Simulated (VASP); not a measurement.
# Nb16H3C in VASP: single point with PBE+D3(BJ)

Aim: the single point of Nb16H3C with PBE+D3(BJ).

All numbers are computed with VASP 6.6.1; they aren't measurements. Logs are shortened: lines on timing, memory, paths and dates and some standing lists are left out, and cuts for length are marked.

### Step 1. The cell of the first run

The cell holds a slab with vacuum, 20 atoms: a = 6.600 Å, b = 5.716 Å, c = 20.000 Å, α = 90.00°, β = 90.00°, γ = 54.74°.

### Step 2. Single point, PBE+D3(BJ)

Contents of INCAR:

```
SYSTEM = Nb16H3C
ALGO = Normal ; EDIFF = 1E-6
ENCUT = 520 ; GGA = PE
ISIF = 2 ; ISMEAR = 0
IVDW = 12 ; LASPH = .True.
LCHARG = .True. ; LELF = .True.
LREAL = Auto ; LVHAR = .True.
LWAVE = .False. ; NBANDS = 124
NELM = 60 ; PREC = Accurate
SIGMA = 0.1
```

Contents of KPOINTS:

```
k-points
0
Gamma
  3 4 1
  0 0 0
```

Contents of POSCAR:

```
Nb16H3C
1.0
    6.6000000000      0.0000000000      0.0000000000
    3.3000000000      4.6669050000      0.0000000000
    0.0000000000      0.0000000000     20.0003570000
Nb C H
16 1 3
Direct
   -0.2500000000      0.5000000000      0.0499991000
    0.2500000000      0.5000000000      0.0499991000
   -0.2500000000      1.0000000000      0.0499991000
    0.2500000000      1.0000000000      0.0499991000
    0.0003203785     -0.0008532580      0.1613214670
    0.5000138157     -0.0010222071      0.1616561853
    0.0007180809      0.4994478779      0.1609812349
    0.4993364438      0.4992134689      0.1609049896
   -0.2501324494      0.4984711704      0.2751312456
    0.2502644450      0.4976401389      0.2781862914
   -0.2500142469      0.9987489659      0.2769337399
    0.2492104088      0.9986532199      0.2771794000
   -0.0073371443      0.0123611057      0.3851134815
    0.5028000194     -0.0106556817      0.3891029950
   -0.0010679898      0.4991096527      0.3919068615
    0.5034543246      0.4932573836      0.3916277391
    0.3188787230      0.3609032454      0.4756568492
    0.4234315610      0.1445744903      0.4997574440
    0.3998289501      0.4677184899      0.4992919447
    0.1306899818      0.4770763859      0.4994405779
```

Potentials or basis: VASP PAW PBE potentials, release 64 (Nb_sv, C, H).

Command:

```sh
> cat potpaw_PBE.64/Nb_sv/POTCAR potpaw_PBE.64/C/POTCAR potpaw_PBE.64/H/POTCAR > POTCAR
> mpirun -np 1 vasp_std > vasp.out
```

OUTCAR:

```text
SYSTEM = Nb16H3C
   EDIFF = 1E-6
   ENCUT = 520
   GGA = PE
   ISIF = 2
   ISMEAR = 0
   IVDW = 12
   LASPH = .True.
   LREAL = Auto
   NELM = 60
   PREC = Accurate
 IVDW          = 12

 ion  position               nearest neighbor table
   1  0.750  0.500  0.050-   7 2.77   8 2.77   3 2.86   3 2.86   4 2.86   4 2.86
   2  0.250  0.500  0.050-   8 2.76   7 2.76   4 2.86   3 2.86   4 2.86   3 2.86
   3  0.750  0.000  0.050-   5 2.77   6 2.78   1 2.86   1 2.86   2 2.86   2 2.86
   4  0.250  0.000  0.050-   5 2.77   6 2.77   2 2.86   1 2.86   2 2.86   1 2.86
   5  0.000  0.999  0.161-   3 2.77   4 2.77  12 2.84  11 2.84   8 2.85   7 2.85   7 2.86   8 2.86
[... 15 lines left out ...]
  13  0.993  0.012  0.385-  12 2.72  11 2.72  16 2.78  15 2.81  15 2.91  16 2.94
  14  0.503  0.989  0.389-  17 2.45  12 2.78  11 2.79  15 2.83  16 2.83  16 2.88  15 2.89
  15  0.999  0.499  0.392-  17 2.44  13 2.81  10 2.81  14 2.83   9 2.86  14 2.89  13 2.91
  16  0.503  0.493  0.392-  17 2.44  13 2.78  10 2.81  14 2.83   9 2.85  14 2.88  13 2.94
  17  0.319  0.361  0.476-  18 1.12  20 1.12  19 1.12  16 2.44  15 2.44  14 2.45
  18  0.423  0.145  0.500-  17 1.12
  19  0.400  0.468  0.499-  17 1.12
  20  0.131  0.477  0.499-  17 1.12

  LATTYP: Found a base centered orthorhombic cell.
 ALAT       =     6.6000000000
 B/A-ratio  =     1.4142136364
 C/A-ratio  =     3.0303571212

  Lattice vectors:

 A1 = (   3.3000000000,  -4.6669050000,   0.0000000000)
 A2 = (   3.3000000000,   4.6669050000,   0.0000000000)
 A3 = (   0.0000000000,   0.0000000000,  20.0003570000)

Analysis of symmetry for initial positions (statically):
=====================================================================
 Subroutine PRICEL returns:
 Original cell was already a primitive cell.

 Routine SETGRP: Setting up the symmetry group for a
 base centered orthorhombic supercell.

 Subroutine GETGRP returns: Found  1 space group operations
 (whereof  1 operations were pure point group operations)
 out of a pool of  8 trial point group operations.

The static configuration has the point symmetry C_1 .

Analysis of symmetry for dynamics (positions and initial velocities):
=====================================================================
 Subroutine PRICEL returns:
 Original cell was already a primitive cell.

 Routine SETGRP: Setting up the symmetry group for a
 base centered orthorhombic supercell.

 Subroutine GETGRP returns: Found  1 space group operations
 (whereof  1 operations were pure point group operations)
 out of a pool of  8 trial point group operations.

The dynamic configuration has the point symmetry C_1 .
[... 127 lines left out ...]
   ISYM   =      2    0-nonsym 1-usesym 2-fastsym
   POTIM  = 0.5000    time-step for ionic-motion
   TEBEG  =    0.0;   TEEND  =   0.0 temperature during run
   PSTRESS=    0.0 pullay stress
   NELECT =     215.0000    total number of electrons
   NUPDOWN=      -1.0000    fix difference up-down
   EMIN   =  10.00;   EMAX   =-10.00  energy-range for DOS
   EFERMI =   0.00;   METHOD = LEGACY
   ISMEAR =     0;   SIGMA  =   0.10  broadening in eV -4-tet -1-fermi 0-gaus
   EFERMI_NEDOS =   21; number of points for ismear=-14 and -15
   IALGO  =     38    algorithm
   IMIX   =      4    mixing-type and parameters
     AMIX     =   0.40;   BMIX     =  1.00
     AMIX_MAG =   1.60;   BMIX_MAG =  1.00
  volume/ion in A,a.u.               =      30.80       207.86
  Fermi-wavevector in a.u.,A,eV,Ry     =   1.152615  2.178126 18.075617  1.328520
  Thomas-Fermi vector in A             =   2.289264
   LORBIT       =      0    0 simple, 1 ext, 2 COOP (PROOUT), +10 PAW based schemes
   GGA     = PE    functional components
   LHFCALC =     F    Hartree Fock is set to
   AEXX    =    0.0000 exact exchange contribution
   IVDW    =    12    specifies the selected vdW correction
   LEPSILON=     F    determine dielectric tensor
   LRPA    =     F    only Hartree local field effects (RPA)
 non-spin polarized calculation
 Gauss-broadening in eV      SIGMA  =   0.10
  energy-cutoff  :      520.00
  volume of cell :      616.04
 maximum number of plane-waves:     16615
 NGX is ok and might be reduce to    50
   NGX = 25   NGY = 21   NGZ = 75

 number of electron     215.0000000 magnetization

 Free energy of the ion-electron system (eV)
  ---------------------------------------------------
  ext. energy  EPLUGINS =         0.00000000
  ---------------------------------------------------
  free energy    TOTEN  =      -176.26495376 eV

  energy without entropy =     -176.17173081  energy(sigma->0) =     -176.21834228

 E-fermi :   3.4304     XC(G=0):  -7.0895

 val. band max:        3.4000545874   @ k =  -0.3333   0.2500   0.0000
 cond. band min:       3.4319081748   @ k =   0.0000   0.2500   0.0000
 fundamental gap:      0.0318535874
 Fermi energy:         3.4303746519

 k-point     1 :       0.0000    0.0000    0.0000
  band No.  band energies     occupation
      1     -51.2056      2.00000
      2     -51.1669      2.00000
      3     -51.0977      2.00000
      4     -51.0359      2.00000
      5     -51.0189      2.00000
      6     -51.0034      2.00000
[... 843 lines left out ...]
    118       4.6902      0.00000
    119       4.8608      0.00000
 [bands above 119 left out]

------------------------ aborting loop because EDIFF is reached ----------------------------------------

 Edisp (eV)   -9.30205

 E8    (eV) :    -4.5994

  FORCE on cell =-STRESS in cart. coord.  units (eV):
  Direction    XX          YY          ZZ          XY          YZ          ZX
  --------------------------------------------------------------------------------------
  -------------------------------------------------------------------------------------
  Total     -15.03029   -19.10607    -0.80559     0.75907     0.13435     0.08183
  in kB     -39.09013   -49.69027    -2.09514     1.97416     0.34941     0.21283
  external pressure =      -30.29 kB  Pullay stress =        0.00 kB

 VOLUME and BASIS-vectors are now :
 -----------------------------------------------------------------------------
  energy-cutoff  :      520.00
  volume of cell :      616.04
      direct lattice vectors                 reciprocal lattice vectors
     6.600000000  0.000000000  0.000000000     0.151515152 -0.107137385  0.000000000
     3.300000000  4.666905000  0.000000000     0.000000000  0.214274771  0.000000000
     0.000000000  0.000000000 20.000357000     0.000000000  0.000000000  0.049999108

 POSITION                                       TOTAL-FORCE (eV/Angst)
 -----------------------------------------------------------------------------------
      6.60000      2.33345      1.00000        -0.006306     -0.016059     -0.081243
      3.30000      2.33345      1.00000        -0.003456     -0.001962      0.169824
      4.95000      0.00000      1.00000        -0.016118     -0.001819     -0.053730
      1.65000      0.00000      1.00000         0.016080      0.008186      0.007287
      3.29930      4.66292      3.22649        -0.000421     -0.001476      0.002486
      6.59672      4.66213      3.23318        -0.001405      0.000009      0.003405
[... 12 lines left out ...]
      4.18234      2.18280      9.98602         0.014478      0.017677      0.005483
      2.43691      2.22647      9.98899        -0.016720      0.007929      0.005994
 -----------------------------------------------------------------------------------
    total drift:                               -0.002593      0.002481      0.002826

  FREE ENERGIE OF THE ION-ELECTRON SYSTEM (eV)
  ---------------------------------------------------
  free  energy   TOTEN  =      -185.5670021656 eV

  energy  without entropy=     -185.4737792117  energy(sigma->0) =     -185.52039069
```

OSZICAR:

```text
N       E                     dE             d eps       ncg     rms          rms(c)
DAV:   1     0.286338462126E+04    0.28634E+04   -0.11919E+05  2032   0.166E+03
DAV:   2     0.967937680587E+02   -0.27666E+04   -0.27123E+04  2084   0.705E+02
DAV:   3    -0.162067615053E+03   -0.25886E+03   -0.25196E+03  2728   0.145E+02
[... 23 lines left out ...]
DAV:  27    -0.176264939877E+03   -0.23727E-04   -0.24948E-06  1368   0.692E-03    0.190E-03
DAV:  28    -0.176264947851E+03   -0.79747E-05   -0.82399E-07  1264   0.413E-03    0.136E-03
DAV:  29    -0.176264951610E+03   -0.37590E-05   -0.54329E-07  1216   0.307E-03    0.112E-03
DAV:  30    -0.176264953178E+03   -0.15680E-05   -0.36650E-07  1168   0.267E-03    0.866E-04
DAV:  31    -0.176264953761E+03   -0.58216E-06   -0.23922E-07  1120   0.225E-03
   1 F= -.18556700E+03 E0= -.18552039E+03  d E =-.932230E-01
```

Run time: 65 min. Hardware: 1 thread of Intel Xeon 8259CL, shared host; peak memory 0.9 GiB.

What came out:

```
Free energy                : -185.5670 eV
Largest force              : 0.170 eV/Å
Band gap on the k mesh     : zero (an odd number of electrons rules out a gap without spin polarisation)
Dispersion energy per atom : -0.465 eV
```

Forces in eV/Å, atoms in the order of the input:
```
Nb  -0.006 -0.016 -0.081
Nb  -0.003 -0.002  0.170
Nb  -0.016 -0.002 -0.054
Nb   0.016  0.008  0.007
Nb   0.000 -0.001  0.002
Nb  -0.001  0.000  0.003
Nb   0.002 -0.003  0.001
Nb  -0.001 -0.001  0.003
Nb  -0.002 -0.010  0.000
Nb   0.009 -0.003 -0.007
Nb  -0.002  0.007 -0.003
Nb  -0.004  0.006  0.001
Nb  -0.001  0.005 -0.014
Nb  -0.005  0.008  0.005
Nb   0.009 -0.004 -0.010
Nb   0.006  0.002 -0.010
C   -0.003 -0.020 -0.026
H    0.006  0.000  0.000
H    0.014  0.018  0.005
H   -0.017  0.008  0.006
```

Levels at points of the mesh, in eV from the Fermi level:
```tsv
k point	band 105	band 106	band 107	band 108	band 109	band 110
(0.00, 0.00, 0.00)	0.19	0.28	0.28	0.48	0.56	0.87
(0.00, 0.50, 0.00)	-0.07	0.08	0.09	0.12	0.13	0.15
```

Caveat: there is no dipole correction, which matters where the two faces differ.

The gap in the log of VASP goes by the Fermi energy; the results here count the filled bands.